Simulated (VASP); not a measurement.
# Ge (R-3m) in VASP: relaxation of the atoms with LDA

Aim: the relaxation of the atoms of Ge with LDA.

Everything below comes from runs of VASP 6.6.1. Logs are shortened: lines on timing, memory, paths and dates and some standing lists are left out, and cuts for length are marked.

## 1. The cell of the first run

Symmetry: R-3m, No. 166, trigonal system. The conventional cell has a = 3.916 Å, b = 3.916 Å, c = 9.793 Å, α = 90.00°, β = 90.00°, γ = 120.00°. Within 3.2 Å of Ge (site symmetry 3m) lie 4 Ge at 2.41 to 2.43 Å.

## 2. Relaxation of the atoms, LDA (strained cell)

Contents of INCAR:

```
SYSTEM = Ge
PREC = Accurate
ENCUT = 450
EDIFF = 1E-7
ISMEAR = 0
SIGMA = 0.1
LREAL = .FALSE.
LASPH = .TRUE.
NELM = 120
ALGO = Normal
ISIF = 2
LWAVE = .FALSE.
LCHARG = .FALSE.
IBRION = 2
NSW = 60
EDIFFG = -0.002
GGA_COMPAT = .FALSE.
NELMIN = 4
```

Contents of KPOINTS:

```
Automatic mesh
0
G
  12 12 12
  0 0 0
```

Contents of POSCAR:

```
Ge
1.0
    0.0389619356      2.8076588830      2.8076588830
    2.8076588830      0.0389619356      2.8076588830
    2.8076588830      2.8076588830      0.0389619356
Ge
2
Direct
    0.0010893221      0.0010893221      0.0010893221
    0.2489106779      0.2489106779      0.2489106779
```

Potentials or basis: VASP PAW LDA potentials, release 64 (Ge_d).

Started as:

```console
cat potpaw_LDA.64/Ge_d/POTCAR > POTCAR
mpirun -np 1 vasp_std > vasp.out
```

OUTCAR:

```text
SYSTEM = Ge
   PREC = Accurate
   ENCUT = 450
   EDIFF = 1E-7
   ISMEAR = 0
   LREAL = .FALSE.
   LASPH = .TRUE.
   NELM = 120
   ISIF = 2
   IBRION = 2
   NSW = 60
   EDIFFG = -0.002
   NELMIN = 4

 ion  position               nearest neighbor table
   1  0.001  0.001  0.001-   2 2.41   2 2.41   2 2.41   2 2.43
   2  0.249  0.249  0.249-   1 2.41   1 2.41   1 2.41   1 2.43

  LATTYP: Found a trigonal (rhomboedric) cell.
 ALAT       =     3.9708204239
 COS(alpha) =     0.5138275447

  Lattice vectors:

 A1 = (   0.0389619356,   2.8076588830,   2.8076588830)
 A2 = (   2.8076588830,   0.0389619356,   2.8076588830)
 A3 = (   2.8076588830,   2.8076588830,   0.0389619356)

Analysis of symmetry for initial positions (statically):
=====================================================================
 Subroutine PRICEL returns:
 Original cell was already a primitive cell.

 Routine SETGRP: Setting up the symmetry group for a
 trigonal (rhombohedral) supercell.

 Subroutine GETGRP returns: Found 12 space group operations
 (whereof  6 operations were pure point group operations)
 out of a pool of 12 trial point group operations.

The static configuration has the point symmetry C_3v.
 The point group associated with its full space group is D_3d.

Analysis of symmetry for dynamics (positions and initial velocities):
=====================================================================
 Subroutine PRICEL returns:
 Original cell was already a primitive cell.

 Routine SETGRP: Setting up the symmetry group for a
 trigonal (rhombohedral) supercell.

 Subroutine GETGRP returns: Found 12 space group operations
 (whereof  6 operations were pure point group operations)
 out of a pool of 12 trial point group operations.

The dynamic configuration has the point symmetry C_3v.
 The point group associated with its full space group is D_3d.

 Subroutine INISYM returns: Found 12 space group operations
 (whereof  6 operations are pure point group operations),
 and found     1 'primitive' translations

----------------------------------------------------------------------------------------

                                     Primitive cell

  volume of cell :      43.3439

  direct lattice vectors                    reciprocal lattice vectors
     0.038961936  2.807658883  2.807658883    -0.181834762  0.179345974  0.179345974
     2.807658883  0.038961936  2.807658883     0.179345974 -0.181834762  0.179345974
     2.807658883  2.807658883  0.038961936     0.179345974  0.179345974 -0.181834762

  length of vectors
     3.970820424  3.970820424  3.970820424     0.312079857  0.312079857  0.312079857

[... 93 lines left out ...]
   EMIN   =  10.00;   EMAX   =-10.00  energy-range for DOS
   EFERMI =   0.00;   METHOD = LEGACY
   ISMEAR =     0;   SIGMA  =   0.10  broadening in eV -4-tet -1-fermi 0-gaus
   EFERMI_NEDOS =   21; number of points for ismear=-14 and -15
   IALGO  =     38    algorithm
   IMIX   =      4    mixing-type and parameters
     AMIX     =   0.40;   BMIX     =  1.00
     AMIX_MAG =   1.60;   BMIX_MAG =  1.00
  volume/ion in A,a.u.               =      21.67       146.25
  Fermi-wavevector in a.u.,A,eV,Ry     =   1.415201  2.674342 27.249665  2.002794
  Thomas-Fermi vector in A             =   2.536664
   LORBIT       =      0    0 simple, 1 ext, 2 COOP (PROOUT), +10 PAW based schemes
   GGA     = CA    functional components
   LHFCALC =     F    Hartree Fock is set to
   AEXX    =    0.0000 exact exchange contribution
   IVDW    =     0    specifies the selected vdW correction
   LEPSILON=     F    determine dielectric tensor
   LRPA    =     F    only Hartree local field effects (RPA)
 conjugate gradient relaxation of ions
 non-spin polarized calculation
 Gauss-broadening in eV      SIGMA  =   0.10
  energy-cutoff  :      450.00
  volume of cell :       43.34
 maximum number of plane-waves:       954
   NGX = 13   NGY = 13   NGZ = 13

--------------------------------------- Ionic step        1  -------------------------------------------

 number of electron      28.0000019 magnetization

 Free energy of the ion-electron system (eV)
  ---------------------------------------------------
  ext. energy  EPLUGINS =         0.00000000
  ---------------------------------------------------
  free energy    TOTEN  =       -10.37794754 eV

  energy without entropy =      -10.37771817  energy(sigma->0) =      -10.37783285

------------------------ aborting loop because EDIFF is reached ----------------------------------------

  FORCE on cell =-STRESS in cart. coord.  units (eV):
  Direction    XX          YY          ZZ          XY          YZ          ZX
  --------------------------------------------------------------------------------------
  -------------------------------------------------------------------------------------
  Total        0.4625998      0.4625998      0.4625998     -0.2379572     -0.2379572     -0.2379572
  in kB       17.0996750     17.0996750     17.0996750     -8.7959190     -8.7959190     -8.7959190
  external PRESSURE =      17.0996750 kB  Pullay stress =       0.0000000 kB
[... 59 lines left out ...]
--------------------------------------- Ionic step        3  -------------------------------------------

 number of electron      28.0000019 magnetization

 Free energy of the ion-electron system (eV)
  ---------------------------------------------------
  ext. energy  EPLUGINS =         0.00000000
  ---------------------------------------------------
  free energy    TOTEN  =       -10.37798636 eV

  energy without entropy =      -10.37776849  energy(sigma->0) =      -10.37787743

 E-fermi :   5.2313     XC(G=0): -10.4963

 val. band max:        5.2274366782   @ k =   0.0000   0.0000   0.0000
 cond. band min:       5.2833265978   @ k =   0.5000   0.0000   0.0000
 fundamental gap:      0.0558899196
 Fermi energy:         5.2313483669

 k-point     1 :       0.0000    0.0000    0.0000
  band No.  band energies     occupation
      1     -19.8538      2.00000
      2     -19.8538      2.00000
      3     -19.8365      2.00000
      4     -19.8080      2.00000
      5     -19.8080      2.00000
      6     -19.5861      2.00000
[... 481 lines left out ...]
      5     -19.7374      2.00000
      6     -19.6384      2.00000
[... 10 lines left out ...]
     17       9.8944      0.00000
     18      12.8865      0.00000

 [... further k-points ...]

------------------------ aborting loop because EDIFF is reached ----------------------------------------

  FORCE on cell =-STRESS in cart. coord.  units (eV):
  Direction    XX          YY          ZZ          XY          YZ          ZX
  --------------------------------------------------------------------------------------
  -------------------------------------------------------------------------------------
  Total        0.4681200      0.4681200      0.4681200     -0.2509300     -0.2509300     -0.2509300
  in kB       17.3037269     17.3037269     17.3037269     -9.2754518     -9.2754518     -9.2754518
  external PRESSURE =      17.3037269 kB  Pullay stress =       0.0000000 kB
[... 17 lines left out ...]
  FREE ENERGIE OF THE ION-ELECTRON SYSTEM (eV)
  ---------------------------------------------------
  free  energy   TOTEN  =       -10.3779863606 eV

  energy  without entropy=      -10.3777684933  energy(sigma->0) =      -10.37787743

 reached required accuracy - stopping structural energy minimisation
```

Run time: 4.4 min. Hardware: 1 thread of Intel Xeon 8259CL, shared host; peak memory 0.21 GiB.

Results:

```yaml
Free_energy: -10.3780 eV
Energy_gained_by_relaxing: 0.0 meV/atom
Ionic_steps: 3
Pressure_after_relaxing: 1.7 GPa
Band_gap_on_the_k_mesh: 0.06 eV (least direct gap 0.16 eV)
```

Final structure:
```yaml
crystal:
  lattice:
    - [0.03896, 2.80766, 2.80766]
    - [2.80766, 0.03896, 2.80766]
    - [2.80766, 2.80766, 0.03896]
  atoms:
    - { symbol: Ge, position: [0.00096, 0.00096, 0.00096] }
    - { symbol: Ge, position: [0.24904, 0.24904, 0.24904] }
```

Caveat: the cell differs from its parent crystal (strained cell). A k mesh can miss the band edges.
